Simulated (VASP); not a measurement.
# Nb (P6_3/mmc) in VASP: further runs

Nb is run at these levels: PBE; tasks: relaxation of cell and atoms, single point.

Program: VASP 6.6.1. These are calculated values, not measurements. Logs are shortened: lines on timing, memory, paths and dates and some standing lists are left out, and cuts for length are marked.

### Step 1. The cell of the first run

The structure is hexagonal, space group P6_3/mmc (No. 194). The conventional cell has a = 4.588 Å, b = 4.588 Å, c = 4.686 Å, α = 90.00°, β = 90.00°, γ = 120.00°. Nb (site symmetry -6m2) has 5 Nb at 2.34 to 2.65 Å within 3.1 Å. Within 3.6 Å of Nb (site symmetry -6m2) lie 15 Nb at 2.65 to 3.54 Å.

This isn't the form of Nb at room conditions, which is bcc.

### Step 2. Relaxation of cell and atoms, PBE

File INCAR:

```
PREC = Accurate
ENCUT = 600
EDIFF = 1E-7
ISMEAR = 0
SIGMA = 0.1
LREAL = F
LASPH = T
NELM = 80
ALGO = Normal
ISIF = 3
LWAVE = F
LCHARG = F
GGA = PE
IBRION = 2
NSW = 90
EDIFFG = -0.04
```

File KPOINTS:

```
Automatic mesh
0
Gamma
  6 6 4
```

File POSCAR:

```
Nb
1.0
    4.5875684639      0.0000000000      0.0000000000
   -2.2937842319      3.9729508313      0.0000000000
    0.0000000000      0.0000000000      4.6861953397
Nb
4
Direct
    0.0000000000      0.0000000000      0.2500000000
    0.0000000000      0.0000000000      0.7500000000
    0.3333333333      0.6666666667      0.7500000000
    0.6666666667      0.3333333333      0.2500000000
```

Potentials or basis: VASP PAW PBE potentials, release 64 (Nb_sv).

The run is started by

```sh
$ cat potpaw_PBE.64/Nb_sv/POTCAR > POTCAR
$ mpirun -np 1 vasp_std > vasp.out
```

OUTCAR:

```text
PREC = Accurate
   ENCUT = 600
   EDIFF = 1E-7
   ISMEAR = 0
   LREAL = F
   LASPH = T
   NELM = 80
   ISIF = 3
   GGA = PE
   IBRION = 2
   NSW = 90
   EDIFFG = -0.04

 ion  position               nearest neighbor table
   1  0.000  0.000  0.250-   2 2.34   2 2.34   4 2.65   4 2.65   4 2.65
   2  0.000  0.000  0.750-   1 2.34   1 2.34   3 2.65   3 2.65   3 2.65
   3  0.333  0.667  0.750-   2 2.65   2 2.65   2 2.65
   4  0.667  0.333  0.250-   1 2.65   1 2.65   1 2.65

  LATTYP: Found a hexagonal cell.
 ALAT       =     4.5875684639
 C/A-ratio  =     1.0214987256

  Lattice vectors:

 A1 = (   4.5875684639,   0.0000000000,   0.0000000000)
 A2 = (  -2.2937842319,   3.9729508313,   0.0000000000)
 A3 = (   0.0000000000,   0.0000000000,   4.6861953397)

Analysis of symmetry for initial positions (statically):
=====================================================================
 Subroutine PRICEL returns:
 Original cell was already a primitive cell.

 Routine SETGRP: Setting up the symmetry group for a
 hexagonal supercell.

 Subroutine GETGRP returns: Found 24 space group operations
 (whereof 12 operations were pure point group operations)
 out of a pool of 24 trial point group operations.

The static configuration has the point symmetry D_3d.
 The point group associated with its full space group is D_6h.

Analysis of symmetry for dynamics (positions and initial velocities):
=====================================================================
 Subroutine PRICEL returns:
 Original cell was already a primitive cell.

 Routine SETGRP: Setting up the symmetry group for a
 hexagonal supercell.

 Subroutine GETGRP returns: Found 24 space group operations
 (whereof 12 operations were pure point group operations)
 out of a pool of 24 trial point group operations.

The dynamic configuration has the point symmetry D_3d.
 The point group associated with its full space group is D_6h.

 Subroutine INISYM returns: Found 24 space group operations
 (whereof 12 operations are pure point group operations),
 and found     1 'primitive' translations

----------------------------------------------------------------------------------------

                                     Primitive cell

  volume of cell :      85.4115

  direct lattice vectors                    reciprocal lattice vectors
     4.587568464  0.000000000  0.000000000     0.217980398  0.125851042  0.000000000
[... 76 lines left out ...]
 SYSTEM =  unknown system
   PREC   = accura    normal or accurate (medium, high low for compatibility)
   ISTART =      0    job   : 0-new  1-cont  2-samecut
   ICHARG =      2    charge: 1-file 2-atom 10-const
   ISPIN  =      1    spin polarized calculation?
   LNONCOLLINEAR =      F non collinear calculations
   LSORBIT =      F    spin-orbit coupling
   LASPH  =      T    aspherical Exc in radial PAW
   ENCUT  =  600.0 eV  44.10 Ry    6.64 a.u.   9.16  9.16  9.36*2*pi/ulx,y,z
   NELM   =     80;   NELMIN=  2; NELMDL= -5     # of ELM steps
   EDIFF  = 0.1E-06   stopping-criterion for ELM
   LREAL  =      F    real-space projection
   EDIFFG = -.4E-01   stopping-criterion for IOM
   NSW    =     90    number of steps for IOM
   IBRION =      2    ionic relax: 0-MD 1-quasi-New 2-CG
   NFREE  =      1    steps in history (QN), initial steepest desc. (CG)
   ISIF   =      3    stress and relaxation
   ISYM   =      2    0-nonsym 1-usesym 2-fastsym
   POTIM  = 0.5000    time-step for ionic-motion
   TEBEG  =    0.0;   TEEND  =   0.0 temperature during run
   PSTRESS=    0.0 pullay stress
   NELECT =      52.0000    total number of electrons
   NUPDOWN=      -1.0000    fix difference up-down
   EMIN   =  10.00;   EMAX   =-10.00  energy-range for DOS
   EFERMI =   0.00;   METHOD = LEGACY
   ISMEAR =     0;   SIGMA  =   0.10  broadening in eV -4-tet -1-fermi 0-gaus
   EFERMI_NEDOS =   21; number of points for ismear=-14 and -15
   IALGO  =     38    algorithm
   IMIX   =      4    mixing-type and parameters
     AMIX     =   0.40;   BMIX     =  1.00
     AMIX_MAG =   1.60;   BMIX_MAG =  1.00
  volume/ion in A,a.u.               =      21.35       144.10
  Fermi-wavevector in a.u.,A,eV,Ry     =   1.387514  2.622020 26.193853  1.925194
  Thomas-Fermi vector in A             =   2.511727
   LORBIT       =      0    0 simple, 1 ext, 2 COOP (PROOUT), +10 PAW based schemes
   GGA     = PE    functional components
   LHFCALC =     F    Hartree Fock is set to
   AEXX    =    0.0000 exact exchange contribution
   IVDW    =     0    specifies the selected vdW correction
   LEPSILON=     F    determine dielectric tensor
   LRPA    =     F    only Hartree local field effects (RPA)
 conjugate gradient relaxation of ions
 non-spin polarized calculation
 Gauss-broadening in eV      SIGMA  =   0.10
  energy-cutoff  :      600.00
  volume of cell :       85.41
 maximum number of plane-waves:      2871
 NGX is ok and might be reduce to    40
   NGX = 19   NGY = 19   NGZ = 19

--------------------------------------- Ionic step        1  -------------------------------------------

 number of electron      52.0000002 magnetization

 Free energy of the ion-electron system (eV)
  ---------------------------------------------------
  ext. energy  EPLUGINS =         0.00000000
  ---------------------------------------------------
  free energy    TOTEN  =       -35.42425094 eV

  energy without entropy =      -35.39644354  energy(sigma->0) =      -35.41034724

------------------------ aborting loop because EDIFF is reached ----------------------------------------

  FORCE on cell =-STRESS in cart. coord.  units (eV):
  Direction    XX          YY          ZZ          XY          YZ          ZX
  --------------------------------------------------------------------------------------
  -------------------------------------------------------------------------------------
  Total       -0.0057679     -0.0057679      3.2745060     -0.0000000      0.0000000      0.0000000
  in kB       -0.1081965     -0.1081965     61.4243027     -0.0000000      0.0000000      0.0000000
  external PRESSURE =      20.4026366 kB  Pullay stress =       0.0000000 kB
[... 139 lines left out ...]
--------------------------------------- Ionic step        5  -------------------------------------------

 number of electron      51.9999998 magnetization

 Free energy of the ion-electron system (eV)
  ---------------------------------------------------
  ext. energy  EPLUGINS =         0.00000000
  ---------------------------------------------------
  free energy    TOTEN  =       -35.46223664 eV

  energy without entropy =      -35.43862318  energy(sigma->0) =      -35.45042991

 E-fermi :   8.8818     XC(G=0): -11.3587

 val. band max:        8.8650460459   @ k =   0.3333   0.1667   0.2500
 cond. band min:       8.9215030922   @ k =   0.5000  -0.0000   0.2500
 fundamental gap:      0.0564570462
 Fermi energy:         8.8817863627

 k-point     1 :       0.0000    0.0000    0.0000
  band No.  band energies     occupation
      1     -46.1031      2.00000
      2     -46.0401      2.00000
      3     -45.5095      2.00000
      4     -44.9148      2.00000
      5     -23.4196      2.00000
      6     -22.4572      2.00000
[... 734 lines left out ...]
  FREE ENERGIE OF THE ION-ELECTRON SYSTEM (eV)
  ---------------------------------------------------
  free  energy   TOTEN  =       -35.4622366361 eV

  energy  without entropy=      -35.4386231841  energy(sigma->0) =      -35.45042991

 reached required accuracy - stopping structural energy minimisation
```

OSZICAR:

```text
N       E                     dE             d eps       ncg     rms          rms(c)
DAV:   1     0.763614139571E+03    0.76361E+03   -0.31408E+04  1302   0.193E+03
DAV:   2     0.327016453828E+02   -0.73091E+03   -0.71757E+03  1459   0.771E+02
DAV:   3    -0.320188821944E+02   -0.64721E+02   -0.62799E+02  2260   0.157E+02
DAV:   4    -0.375023040267E+02   -0.54834E+01   -0.54058E+01  2212   0.426E+01
[... 63 lines left out ...]
DAV:   7    -0.354622367236E+02    0.11454E-05   -0.29662E-05  1956   0.336E-02    0.261E-03
DAV:   8    -0.354622365755E+02    0.14808E-06   -0.23988E-06  2198   0.101E-02    0.170E-03
DAV:   9    -0.354622361844E+02    0.39116E-06   -0.22588E-07  1254   0.353E-03    0.105E-03
DAV:  10    -0.354622365539E+02   -0.36951E-06   -0.38626E-08   925   0.189E-03    0.358E-04
DAV:  11    -0.354622366361E+02   -0.82170E-07   -0.14759E-08   847   0.125E-03
   5 F= -.35462237E+02 E0= -.35450430E+02  d E =-.391115E-02
```

CONTCAR:

```text
Nb
   1.00000000000000
     4.5614357128270147   -0.0000000000003289   -0.0000000000000000
    -2.2807178563640771    3.9503192050008300    0.0000000000000000
    -0.0000000000000000    0.0000000000000000    4.8003416416357849
  Nb
     4
Direct
     0.0000000000000000    0.0000000000000000    0.2500000000000000
     0.0000000000000000    0.0000000000000000    0.7500000000000000
     0.3333333332999970    0.6666666667000030    0.7500000000000000
     0.6666666667000030    0.3333333332999970    0.2500000000000000

  0.00000000E+00  0.00000000E+00  0.00000000E+00
  0.00000000E+00  0.00000000E+00  0.00000000E+00
  0.00000000E+00  0.00000000E+00  0.00000000E+00
  0.00000000E+00  0.00000000E+00  0.00000000E+00
```

Run time: 7.8 min. Hardware: 1 thread of AMD EPYC 7R43 (Zen 3), shared host; peak memory 0.24 GiB.

Results:

```
Free energy                           : -35.4622 eV
Relaxed volume                        : 21.62 Å³/atom
Relaxed cell                          : a = 4.561 Å, b = 4.561 Å, c = 4.800 Å, α = 90.00°, β = 90.00°, γ = 120.00°
Space group after relaxing (to 0.1 Å) : P6_3/mmc (No. 194)
Energy gained by relaxing             : 9.5 meV/atom
Ionic steps                           : 5
Pressure after relaxing               : 0.0 GPa
Band gap on the k mesh                : zero (bands 26 and 27 overlap by 0.66 eV)
```

Step by step:
```tsv
step	energy change (eV)	largest force (eV/Å)	pressure (GPa)	volume (Å³)
1	0.0000	0.0000	2.04	85.41
2	-0.0159	0.0000	-2.78	88.77
3	-0.0341	0.0000	-0.87	87.28
4	-0.0375	0.0000	0.37	86.23
5	-0.0380	0.0000	0.04	86.50
```

Final structure:
```
Nb
1.0
     4.56144    0.00000    0.00000
    -2.28072    3.95032    0.00000
     0.00000    0.00000    4.80034
Nb
4
Direct
  0.00000 0.00000 0.25000
  0.00000 0.00000 0.75000
  0.33333 0.66667 0.75000
  0.66667 0.33333 0.25000
```

Levels at points of the mesh, in eV from the Fermi level:
| k point | band 23 | band 24 | band 25 | band 26 | band 27 | band 28 | band 29 | band 30 |
| --- | --- | --- | --- | --- | --- | --- | --- | --- |
| (0.00, 0.00, 0.00) | -0.75 | -0.39 | -0.39 | -0.14 | -0.14 | 0.82 | 0.82 | 1.43 |
| (0.50, 0.00, 0.00) | -1.51 | -0.88 | -0.69 | -0.57 | -0.21 | 0.36 | 1.83 | 1.89 |
| (0.00, 0.00, 0.50) | 0.11 | 0.11 | 0.24 | 0.24 | 0.24 | 0.24 | 1.41 | 1.41 |
| (0.50, 0.00, 0.50) | -1.00 | -1.00 | -0.90 | -0.90 | 0.22 | 0.22 | 1.61 | 1.61 |

### Step 3. Single point, PBE

This run uses another cell than the first one, of 21.72 Å³/atom.

File INCAR:

```
SYSTEM = Nb
PREC = Accurate
ENCUT = 520
EDIFF = 1E-6
ISMEAR = 0
SIGMA = 0.1
LREAL = .FALSE.
LASPH = .TRUE.
NELM = 100
ALGO = Fast
ISIF = 2
LWAVE = .FALSE.
LCHARG = .TRUE.
GGA = PE
LELF = .TRUE.
LVHAR = .TRUE.
NBANDS = 34
```

File KPOINTS:

```
Automatic mesh
0
G
  12 12 10
  0 0 0
```

File POSCAR:

```
Nb
1.0
    4.5373926113      0.0000000000      0.0000000000
   -2.2686963057      3.9294972683      0.0000000000
    0.0000000000      0.0000000000      4.8726676941
Nb
4
Direct
    0.0000000000      0.0000000000      0.2500000000
    0.0000000000      0.0000000000      0.7500000000
    0.3333333333      0.6666666667      0.7500000000
    0.6666666667      0.3333333333      0.2500000000
```

Potentials or basis: VASP PAW PBE potentials, release 64 (Nb_sv).

The run is started by

```sh
$ cat potpaw_PBE.64/Nb_sv/POTCAR > POTCAR
$ mpirun -np 1 vasp_std > vasp.out
```

Wall time 19 min (1 thread of AMD EPYC 7R43 (Zen 3), shared host); peak memory 0.34 GiB.

It converged, with:

```
Free energy            : -35.4174 eV
Pressure               : -0.1 GPa
Band gap on the k mesh : zero (bands 26 and 27 overlap by 0.83 eV)
```

Levels at points of the mesh, in eV from the Fermi level:
```tsv
k point	band 24	band 25	band 26	band 27	band 28	band 29
(0.00, 0.00, 0.00)	-0.28	-0.28	0.00	0.00	0.95	0.95
(0.50, 0.00, 0.00)	-0.81	-0.62	-0.48	-0.07	0.41	1.88
(0.00, 0.00, 0.50)	0.08	0.41	0.41	0.41	0.41	1.50
(0.50, 0.00, 0.50)	-0.89	-0.75	-0.75	0.27	0.27	1.68
```
